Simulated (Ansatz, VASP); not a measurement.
**One calculation of C, two programs**

Contents of INCAR:

```
  PREC = Accurate
  ENCUT = 520
  EDIFF = 1E-7
  ISMEAR = 0
  SIGMA = 0.01
  LREAL = False
  LASPH = True
  NELM = 100
  ALGO = Normal
  ISIF = 2
  LWAVE = False
  LCHARG = True
  GGA = CA
  LELF = True
  LVHAR = True
  NBANDS = 16
```

The input KPOINTS:

```
regular mesh
0
Gamma
  12 12 6
```

Contents of POSCAR:

```
C
1.0
    2.5031953547      0.0000000000      0.0000000000
   -1.2515976774      2.1678307678      0.0000000000
    0.0000000000      0.0000000000      4.1688692743
C
4
Direct
    0.3333333333      0.6666666667      0.0002313159
    0.6666666667      0.3333333333      0.5002313159
    0.3333333333      0.6666666667      0.3747686841
    0.6666666667      0.3333333333      0.8747686841
```

Input for Ansatz:

```yaml
crystal:
  lattice:
    - [2.5031953547, 0.0, 0.0]
    - [-1.2515976774, 2.1678307678, 0.0]
    - [0.0, 0.0, 4.1688692743]
  atoms:
    - { symbol: C, position: [0.3333333333, 0.6666666667, 0.0002313159] }
    - { symbol: C, position: [0.6666666667, 0.3333333333, 0.5002313159] }
    - { symbol: C, position: [0.3333333333, 0.6666666667, 0.3747686841] }
    - { symbol: C, position: [0.6666666667, 0.3333333333, 0.8747686841] }
kpoints:
  mp_grid: { grid: [12, 12, 6] }
  band_path:
    path:
      - [0.0, 0.0, 0.0]
      - [0.5, 0.0, 0.0]
      - [0.3333333333, 0.3333333333, 0.0]
      - [0.0, 0.0, 0.5]
      - [0.5, 0.0, 0.5]
      - [0.3333333333, 0.3333333333, 0.5]
    npoints: 1
hamiltonian:
  xc: lda
scf:
  occupations: { method: fixed }
  n_extra_bands: 5
output:
  forces: true
  stress: true
  eigenvalues: true
```

Alike in both runs: task single point; functional LDA; k mesh 12 × 12 × 6; no spin polarisation.

```csv
,VASP,Ansatz
version,VASP 6.6.1,Ansatz 0.2.0
potentials or method,"VASP PAW LDA potentials, release 64 (C)","plane waves, PAW"
plane-wave cutoff (eV),520,420
occupations,"gaussian, width 0.01 eV",fixed
valence electrons in the cell,16,16
```

```tsv
	VASP	Ansatz	Ansatz less VASP
gap on the k mesh at the Fermi level (eV)	3.11	3.12	+0.015
pressure (GPa)	-9.2	-10.7	-1.47
traceless stress, the component that is largest in VASP (GPa)	-0.06	0.01	+0.077
rms of the force components (eV/Å)	0.003	0.001	-0.0025
```

LDA's correlation is that of Perdew and Zunger in VASP and of Perdew and Wang (1992) in Ansatz. Atom by atom the forces differ by 0.003 eV/Å (rms over components).
